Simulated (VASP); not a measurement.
# Al12H in VASP: a series of runs, part 2 of 2

VASP 6.6.1.

### Step 4. Single point, PBE, collinear spin

INCAR reads:

```
PREC = Accurate ; ENCUT = 520
EDIFF = 1E-6 ; ISMEAR = 0
SIGMA = 0.1 ; LREAL = F
LASPH = T ; NELM = 150
ALGO = Normal ; ISIF = 2
LWAVE = F ; LCHARG = T
ISPIN = 2 ; MAGMOM = 0 0 0 0 0 0 0 0 0 0 0 0 1
LORBIT = 11 ; LDIPOL = T
IDIPOL = 3 ; DIPOL = 0.5 0.5 0.301
GGA = PE ; LELF = T
LVHAR = T ; LVACPOTAV = T
NBANDS = 34
```

KPOINTS reads:

```
regular mesh
0
Gamma
  6 6 1
```

POSCAR reads:

```
Al12H
1.0
    5.7143028096      0.0000000000      0.0000000000
   -2.8571514048      4.9487313980      0.0000000000
    0.0000000000      0.0000000000     21.6016424764
Al H
12 1
Direct
    0.3333333333      0.1666666667      0.1851711047
    0.3333333333      0.6666666667      0.1851711047
    0.8333333333      0.1666666667      0.1851711047
    0.8333333333      0.6666666667      0.1851711047
    0.1666666667      0.3333333333      0.2916873740
    0.1666666667      0.8333333333      0.2916873740
    0.6666666667      0.3333333333      0.2916873740
    0.6666666667      0.8333333333      0.2916873740
    0.0000000000      0.0000000000      0.3981939098
    0.0000000000      0.5000000000      0.3981939098
    0.5000000000      0.0000000000      0.3981939098
    0.5000000000      0.5000000000      0.3981939098
    0.2222222222     -0.2222222222      0.4069895373
```

Potentials or basis: VASP PAW PBE potentials, release 64 (Al, H).

Launch:

```console
$ cat potpaw_PBE.64/Al/POTCAR potpaw_PBE.64/H/POTCAR > POTCAR
$ mpirun -np 1 vasp_std > vasp.out
```

OUTCAR:

```text
PREC = Accurate
   ENCUT = 520
   EDIFF = 1E-6
   ISMEAR = 0
   LREAL = F
   LASPH = T
   NELM = 150
   ISIF = 2
   ISPIN = 2
   LORBIT = 11
   GGA = PE

 ion  position               nearest neighbor table
   1  0.333  0.167  0.185-   5 2.83   6 2.83   7 2.83   4 2.86   2 2.86   2 2.86   4 2.86   3 2.86
                             3 2.86
   2  0.333  0.667  0.185-   6 2.83   5 2.83   8 2.83   3 2.86   1 2.86   1 2.86   3 2.86   4 2.86
                             4 2.86
   3  0.833  0.167  0.185-   7 2.83   8 2.83   5 2.83   4 2.86   2 2.86   4 2.86   2 2.86   1 2.86
                             1 2.86
   4  0.833  0.667  0.185-   8 2.83   7 2.83   6 2.83   3 2.86   1 2.86   3 2.86   1 2.86   2 2.86
                             2 2.86
   5  0.167  0.333  0.292-   9 2.83  12 2.83  10 2.83   1 2.83   2 2.83   3 2.83   8 2.86   6 2.86
                             6 2.86   8 2.86   7 2.86   7 2.86
   6  0.167  0.833  0.292-  10 2.83  11 2.83   9 2.83   2 2.83   1 2.83   4 2.83   7 2.86   5 2.86
                             5 2.86   7 2.86   8 2.86   8 2.86
   7  0.667  0.333  0.292-  11 2.83  10 2.83  12 2.83   3 2.83   4 2.83   1 2.83   8 2.86   6 2.86
                             8 2.86   6 2.86   5 2.86   5 2.86
   8  0.667  0.833  0.292-  12 2.83   9 2.83  11 2.83   4 2.83   3 2.83   2 2.83   7 2.86   5 2.86
                             7 2.86   5 2.86   6 2.86   6 2.86
   9  0.000  0.000  0.398-   5 2.83   8 2.83   6 2.83  10 2.86  12 2.86  10 2.86  12 2.86  11 2.86
                            11 2.86
  10  0.000  0.500  0.398-  13 1.47   6 2.83   7 2.83   5 2.83  11 2.86   9 2.86   9 2.86  11 2.86
                            12 2.86  12 2.86
  11  0.500  0.000  0.398-  13 1.47   7 2.83   6 2.83   8 2.83  12 2.86  10 2.86  12 2.86  10 2.86
                             9 2.86   9 2.86
  12  0.500  0.500  0.398-   8 2.83   5 2.83   7 2.83   9 2.86  11 2.86  11 2.86   9 2.86  10 2.86
                            10 2.86
  13  0.222  0.778  0.407-  10 1.47  11 1.47

  LATTYP: Found a hexagonal cell.
 ALAT       =     5.7143028096
 C/A-ratio  =     3.7802761240

  Lattice vectors:

 A1 = (   5.7143028096,   0.0000000000,   0.0000000000)
 A2 = (  -2.8571514048,   4.9487313980,   0.0000000000)
 A3 = (   0.0000000000,   0.0000000000,  21.6016424764)

Analysis of symmetry for initial positions (statically):
=====================================================================
 Subroutine PRICEL returns:
 Original cell was already a primitive cell.

 Routine SETGRP: Setting up the symmetry group for a
 hexagonal supercell.

 Subroutine GETGRP returns: Found  2 space group operations
 (whereof  2 operations were pure point group operations)
 out of a pool of 24 trial point group operations.

The static configuration has the point symmetry C_1h.

Analysis of symmetry for dynamics (positions and initial velocities):
=====================================================================
 Subroutine PRICEL returns:
 Original cell was already a primitive cell.

 Routine SETGRP: Setting up the symmetry group for a
 hexagonal supercell.

 Subroutine GETGRP returns: Found  2 space group operations
 (whereof  2 operations were pure point group operations)
 out of a pool of 24 trial point group operations.

The dynamic configuration has the point symmetry C_1h.

Analysis of structural, dynamic, and magnetic symmetry:
=====================================================================
 Subroutine PRICEL returns:
 Original cell was already a primitive cell.
[... 157 lines left out ...]

 number of electron      37.0000001 magnetization       0.0000086

 number of electron      37.0000001 magnetization      -0.0000119

 dipolmoment           0.000000      0.000000     -0.013352 electrons x Angstroem

 Free energy of the ion-electron system (eV)
  ---------------------------------------------------
  ext. energy  EPLUGINS =         0.00000000
  ---------------------------------------------------
  free energy    TOTEN  =       -43.87369986 eV

  energy without entropy =      -43.85220508  energy(sigma->0) =      -43.86295247

 E-fermi :   0.0971     XC(G=0):  -4.1301

 val. band max:        0.0805268855   @ k =   0.1667   0.1667   0.0000
 cond. band min:       0.1181194286   @ k =   0.1667   0.1667   0.0000
 fundamental gap:      0.0375925431
 Fermi energy:         0.0971297828

 spin component 1

 k-point     1 :       0.0000    0.0000    0.0000
  band No.  band energies     occupation
      1     -10.9548      1.00000
      2      -9.5903      1.00000
      3      -7.3496      1.00000
      4      -5.6881      1.00000
      5      -4.7110      1.00000
      6      -4.6986      1.00000
[... 418 lines left out ...]
     29       3.2852      0.00000
     30       3.3330      0.00000
 Fermi energy:         0.0971297828

 spin component 2

 k-point     1 :       0.0000    0.0000    0.0000
  band No.  band energies     occupation
      1     -10.9548      1.00000
      2      -9.5903      1.00000
      3      -7.3496      1.00000
      4      -5.6881      1.00000
      5      -4.7110      1.00000
      6      -4.6986      1.00000
[... 418 lines left out ...]
     29       3.2852      0.00000
     30       3.3330      0.00000
 [bands above 30 left out]

------------------------ aborting loop because EDIFF is reached ----------------------------------------

  FORCE on cell =-STRESS in cart. coord.  units (eV):
  Direction    XX          YY          ZZ          XY          YZ          ZX
  --------------------------------------------------------------------------------------
  -------------------------------------------------------------------------------------
  Total        0.7952887      4.6231045      1.7298799      3.3149857     -0.2723254      0.4716815
  in kB        2.0858904     12.1255204      4.5371446      8.6945746     -0.7142576      1.2371305
  external PRESSURE =       6.2495185 kB  Pullay stress =       0.0000000 kB

 VOLUME and BASIS-vectors are now :
 -----------------------------------------------------------------------------
  energy-cutoff  :      520.00
  volume of cell :      610.86
      direct lattice vectors                 reciprocal lattice vectors
     5.714302810  0.000000000  0.000000000     0.174999476  0.101035995  0.000000000
    -2.857151405  4.948731398  0.000000000     0.000000000  0.202071990  0.000000000
     0.000000000  0.000000000 21.601642476     0.000000000  0.000000000  0.046292776

 POSITION                                       TOTAL-FORCE (eV/Angst)
 -----------------------------------------------------------------------------------
      1.42858      0.82479      4.00000        -0.010213     -0.002442     -0.055151
     -0.00000      3.29915      4.00000         0.053519     -0.030899     -0.023926
      4.28573      0.82479      4.00000        -0.019629      0.011333     -0.098646
      2.85715      3.29915      4.00000        -0.002992      0.010066     -0.055151
      0.00000      1.64958      6.30093        -0.072646      0.074841      0.041747
     -1.42858      4.12394      6.30093        -0.098247      0.056723     -0.317636
      2.85715      1.64958      6.30093        -0.038858      0.022435      0.054752
      1.42858      4.12394      6.30093        -0.101137      0.025493      0.041747
      0.00000      0.00000      8.60164        -0.453241      0.261679      0.083549
     -1.42858      2.47437      8.60164        -1.144403     -3.211507     -0.573613
      2.85715      0.00000      8.60164         2.209045      2.596835     -0.573613
      1.42858      2.47437      8.60164         0.460487     -0.265862      0.059044
     -0.95238      3.84901      8.79164        -0.781686      0.451306      1.416897
 -----------------------------------------------------------------------------------
    total drift:                               -0.000033      0.000019     -0.000027

  FREE ENERGIE OF THE ION-ELECTRON SYSTEM (eV)
  ---------------------------------------------------
  free  energy   TOTEN  =       -43.8736998556 eV

  energy  without entropy=      -43.8522050757  energy(sigma->0) =      -43.86295247

 vacuum level on the upper side and lower side of the slab         3.868         3.953

 total charge

# of ion       s       p       d       tot
------------------------------------------
    1        0.452   0.312   0.000   0.764
    2        0.450   0.312   0.000   0.763
    3        0.451   0.311   0.000   0.761
    4        0.452   0.312   0.000   0.764
    5        0.436   0.343   0.000   0.779
    6        0.436   0.348   0.000   0.784
    7        0.436   0.342   0.000   0.778
    8        0.436   0.343   0.000   0.779
    9        0.463   0.302   0.000   0.765
   10        0.451   0.361   0.000   0.812
   11        0.451   0.361   0.000   0.812
   12        0.454   0.312   0.000   0.766
   13        0.671   0.027   0.000   0.698
--------------------------------------------------
tot          6.037   3.988   0.000  10.025

 magnetization (x)

# of ion       s       p       d       tot
------------------------------------------
    1       -0.000  -0.000   0.000  -0.000
    2       -0.000  -0.000   0.000  -0.000
    3       -0.000  -0.000   0.000  -0.000
    4       -0.000  -0.000   0.000  -0.000
    5       -0.000   0.000   0.000  -0.000
    6       -0.000   0.000   0.000  -0.000
    7       -0.000   0.000   0.000  -0.000
    8       -0.000   0.000   0.000  -0.000
    9        0.000   0.000   0.000   0.000
   10        0.000   0.000   0.000   0.000
   11        0.000   0.000   0.000   0.000
   12        0.000   0.000   0.000   0.000
   13       -0.000   0.000   0.000  -0.000
--------------------------------------------------
tot         -0.000   0.000   0.000  -0.000
```

It took 25 min on 1 thread of Oxide Virtual Turin-like, shared host; peak memory 0.99 GiB.

Results:

| Quantity | Value |
| --- | --- |
| Free energy | -43.8737 eV |
| Largest force | 3.457 eV/Å |
| Net moment | 0.00 μB per cell |
| Valence electrons inside the program's atomic spheres | Al 0.76, 0.78, 0.77, 0.81 (each value once); H 0.70 |

Forces on the atoms (eV/Å):
```
Al  -0.010 -0.002 -0.055
Al   0.054 -0.031 -0.024
Al  -0.020  0.011 -0.099
Al  -0.003  0.010 -0.055
Al  -0.073  0.075  0.042
Al  -0.098  0.057 -0.318
Al  -0.039  0.022  0.055
Al  -0.101  0.025  0.042
Al  -0.453  0.262  0.084
Al  -1.144 -3.212 -0.574
Al   2.209  2.597 -0.574
Al   0.460 -0.266  0.059
H   -0.782  0.451  1.417
```

### Step 5. Single point, PBE, collinear spin

INCAR reads:

```
SYSTEM = Al12H
  PREC = Accurate
  ENCUT = 520
  EDIFF = 1E-6
  ISMEAR = 0
  SIGMA = 0.1
  LREAL = .FALSE.
  LASPH = .TRUE.
  NELM = 150
  ALGO = Normal
  ISIF = 2
  LWAVE = .FALSE.
  LCHARG = .FALSE.
  ISPIN = 2
  MAGMOM = 0 0 0 0 0 0 0 0 0 0 0 0 1
  LORBIT = 11
  LDIPOL = .TRUE.
  IDIPOL = 3
  DIPOL = 0.5 0.5 0.312
  GGA = PE
  NBANDS = 34
```

KPOINTS reads:

```
regular mesh
0
G
  6 6 1
  0 0 0
```

POSCAR, as its differences from that of step 4:

```diff
@@ -20,2 +20,2 @@
     0.5000000000      0.5000000000      0.3981939098
-    0.2222222222     -0.2222222222      0.4069895373
+    0.3888888889     -0.3888888889      0.5495712879
```

Launch:

```console
$ cat potpaw_PBE.64/Al/POTCAR potpaw_PBE.64/H/POTCAR > POTCAR
$ mpirun -np 1 vasp_std > vasp.out
```

It took 36 min on 1 thread of Oxide Virtual Turin-like, shared host; peak memory 0.98 GiB.

Results (log left out):

```
Free energy                                           : -43.2811 eV
Largest force                                         : 0.086 eV/Å
Band gap on the k mesh                                : zero (filled and empty bands overlap)
Net moment                                            : 0.97 μB per cell
Site moments                                          : Al +0.00, -0.00 (each value once); H +0.37 μB
Valence electrons inside the program's atomic spheres : Al 0.76, 0.78 (each value once); H 0.38
```

Forces on the atoms (eV/Å):
```
Al   0.001 -0.002  0.003
Al  -0.003  0.001  0.003
Al  -0.001  0.000  0.004
Al   0.002  0.000  0.003
Al  -0.002 -0.004  0.000
Al  -0.003  0.002 -0.002
Al   0.002 -0.001 -0.004
Al   0.002  0.003  0.000
Al   0.000  0.000  0.001
Al  -0.001 -0.002  0.013
Al   0.001  0.002  0.013
Al  -0.005  0.003  0.054
H    0.005 -0.003 -0.086
```

Levels at points of the mesh, in eV from the Fermi level:
Spin up:
| k point | band 15 | band 16 | band 17 | band 18 | band 19 | band 20 | band 21 | band 22 | band 23 | band 24 |
| --- | --- | --- | --- | --- | --- | --- | --- | --- | --- | --- |
| (0.00, 0.00, 0.00) | -2.73 | -2.73 | -2.72 | -0.39 | -0.38 | -0.38 | -0.15 | -0.15 | -0.15 | 0.64 |
| (0.50, 0.00, 0.00) | -1.55 | -0.49 | -0.49 | -0.22 | -0.22 | 0.94 | 0.94 | 1.32 | 1.33 | 1.65 |
| (0.50, 0.50, 0.00) | -1.56 | -0.49 | -0.49 | -0.22 | -0.22 | 0.94 | 0.95 | 1.31 | 1.33 | 1.65 |
Spin down:
```csv
k point,band 15,band 16,band 17,band 18,band 19,band 20,band 21,band 22
"(0.00, 0.00, 0.00)",-2.73,-2.73,-0.41,-0.39,-0.39,-0.16,-0.15,-0.15
"(0.50, 0.00, 0.00)",-0.49,-0.49,-0.22,-0.22,0.92,0.94,1.15,1.32
"(0.50, 0.50, 0.00)",-0.49,-0.49,-0.22,-0.22,0.91,0.94,1.17,1.32
```

Caveat: a moment this small can come from the mesh or the smearing.

### Step 6. Single point, PBE, collinear spin

INCAR reads:

```
SYSTEM = Al12H
PREC = Accurate
ENCUT = 520
EDIFF = 1E-6
ISMEAR = 0
SIGMA = 0.1
LREAL = .FALSE.
LASPH = .TRUE.
NELM = 150
ALGO = Normal
ISIF = 2
LWAVE = .FALSE.
LCHARG = .TRUE.
ISPIN = 2
MAGMOM = 0 0 0 0 0 0 0 0 0 0 0 0 1
LORBIT = 11
LDIPOL = .TRUE.
IDIPOL = 3
DIPOL = 0.5 0.5 0.301
GGA = PE
LELF = .TRUE.
LVHAR = .TRUE.
LVACPOTAV = .TRUE.
NBANDS = 34
```

KPOINTS reads:

```
Automatic mesh
0
G
  6 6 1
  0 0 0
```

POSCAR, as its differences from that of step 5:

```diff
@@ -20,2 +20,2 @@
     0.5000000000      0.5000000000      0.3981939098
-    0.3888888889     -0.3888888889      0.5495712879
+    0.2777777778     -0.2777777778      0.4069895373
```

Potentials or basis: VASP PAW PBE potentials, release 64 (Al, H).

Launch:

```console
$ cat potpaw_PBE.64/Al/POTCAR potpaw_PBE.64/H/POTCAR > POTCAR
$ mpirun -np 1 vasp_std > vasp.out
```

Run time: 32 min. Hardware: 1 thread of Oxide Virtual Turin-like, shared host; peak memory 0.98 GiB.

The run converged. Its results:

| Item | Value |
| --- | --- |
| Free energy | -44.0363 eV |
| Largest force | 3.489 eV/Å |
| Net moment | 0.00 μB per cell |
| Valence electrons inside the program's atomic spheres | Al 0.76, 0.78, 0.81 (each value once); H 0.70 |

Forces in eV/Å, atoms in the order of the input:
```
Al  -0.029 -0.030 -0.063
Al   0.034 -0.019  0.015
Al   0.006 -0.004 -0.088
Al   0.012  0.040 -0.063
Al  -0.056  0.059  0.023
Al  -0.103  0.060 -0.123
Al  -0.016  0.009  0.043
Al  -0.079  0.019  0.023
Al  -0.299  0.173  0.099
Al  -2.331 -2.523 -0.613
Al   1.019  3.280 -0.613
Al   0.597 -0.345 -0.049
H    1.245 -0.719  1.410
```

Levels at points of the mesh, in eV from the Fermi level:
Spin up:
```csv
k point,band 15,band 16,band 17,band 18,band 19,band 20,band 21,band 22
"(0.00, 0.00, 0.00)",-2.88,-2.85,-1.28,-0.57,-0.53,-0.38,-0.30,-0.25
"(0.50, 0.00, 0.00)",-1.10,-0.61,-0.56,-0.35,0.30,0.79,1.04,1.15
"(0.50, 0.50, 0.00)",-0.93,-0.62,-0.41,-0.34,0.60,0.72,0.81,1.15
```
Spin down:
```
           k point  band 14  band 15  band 16  band 17  band 18  band 19  band 20  band 21  band 22  band 23
(0.00, 0.00, 0.00)    -3.12    -2.88    -2.85    -1.28    -0.57    -0.53    -0.38    -0.30    -0.25     0.34
(0.50, 0.00, 0.00)    -1.76    -1.10    -0.61    -0.56    -0.35     0.30     0.79     1.04     1.15     1.31
(0.50, 0.50, 0.00)    -1.76    -0.93    -0.62    -0.41    -0.34     0.60     0.72     0.81     1.15     1.15
```

### Step 7. Summary

```csv
cell,gap on the mesh (eV),moment (μB),largest force (eV/Å)
"as given, atomic positions A",none,0.00,2.04
"as given, atomic positions B",none,0.00,1.41
"as given, atomic positions C",none,0.00,3.46
"as given, atomic positions D",none,0.97,0.09
"as given, atomic positions E",none,0.00,3.49
```

Alike in all rows: task single point; level PBE; potentials or basis VASP PAW PBE potentials, release 64 (Al, H); spin collinear; k mesh 6 × 6 × 1; cutoff (eV) 520; smearing gaussian 0.1 eV.

Caveats: a moment this small can come from the mesh or the smearing (at least some runs).

Total energies depend on the potentials used, so only differences within one code and one set of settings carry meaning.

The gap in the log of VASP goes by the Fermi energy; the results here count the filled bands.